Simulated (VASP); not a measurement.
Wanted: the native input for a VASP 6.6.1 run.

```yaml
Task: relaxation of cell and atoms
Functional: PBE
Potentials_or_basis: VASP PAW PBE potentials, release 64 (Sb, P)
Cutoff: 600 eV
k_mesh: 4 × 4 × 4
Occupations: gaussian, width 0.1 eV
Spin: no spin polarisation
Dipole_correction: no
Further_INCAR_settings: ALGO = Normal; EDIFF = 1e-07; IBRION = 2; EDIFFG = -0.04; NSW = 90; ISIF = 3
```

The structure of SbP2 lies in POSCAR:

```
SbP2
1.0
    2.7984199800     -2.9058030800      0.0000000000
    2.7984199800      2.9058030800      0.0000000000
   -1.0147587600      0.0000000000      6.3482097900
Sb P
2 4
Direct
    0.0000000000      0.5000000000      0.0000000000
    0.5000000000      0.0000000000      0.5000000000
    0.1584272600      0.4526645600      0.3780588900
    0.5473354400      0.8415727400      0.1219411100
    0.8415727400      0.5473354400      0.6219411100
    0.4526645600      0.1584272600      0.8780588900
```

These files were run (other wordings do the same):

INCAR

```
ALGO     = Normal         # electronic algorithm
EDIFF    = 1E-7           # SCF threshold, eV
EDIFFG   = -0.04          # ionic threshold
ENCUT    = 600            # plane-wave cutoff, eV
GGA      = PE             # functional
IBRION   = 2              # ionic algorithm
ISIF     = 3              # what is computed and relaxed
ISMEAR   = 0              # smearing method
LASPH    = True           # aspherical terms in the spheres
LCHARG   = False          # write CHGCAR
LREAL    = False          # projectors in reciprocal space
LWAVE    = False          # write WAVECAR
NELM     = 100            # most SCF steps
NSW      = 90             # ionic steps
PREC     = Accurate       # precision mode
SIGMA    = 0.1            # smearing width, eV
```

KPOINTS

```
k-points
0
Gamma
  4 4 4
```

Potentials or basis: VASP PAW PBE potentials, release 64 (Sb, P).

Launch:

```sh
$ cat potpaw_PBE.64/Sb/POTCAR potpaw_PBE.64/P/POTCAR > POTCAR
$ mpirun -np 1 vasp_std > vasp.out
```

Results of the run:

| Property | Result |
| --- | --- |
| Relaxed volume | 24.19 Å³/atom |
| Relaxed cell | a = 4.768 Å, b = 4.768 Å, c = 6.571 Å, α = 99.68°, β = 99.68°, γ = 88.43° |
| Space group after relaxing (to 0.05 Å) | C2/c (No. 15) |
| Energy gained by relaxing | 608.0 meV/atom |
| Ionic steps | 34 |
| Pressure after relaxing | 0.1 GPa |
| Largest force after relaxing | 0.030 eV/Å |
| Band gap on the k mesh | zero (band 15 reaches 7.57 eV, above the bottom of band 16 at 4.83 eV) |

Caveat: the k points lie up to 0.33 Å⁻¹ apart in the final cell; the volume moved by over 15 % at a fixed basis, so the end points are rough; spin-orbit coupling is left out, which moves the levels of the heavy elements.

It took 33 min on 1 thread of Oxide Virtual Turin-like Processor, with other jobs on the host, peak memory 0.23 GiB.
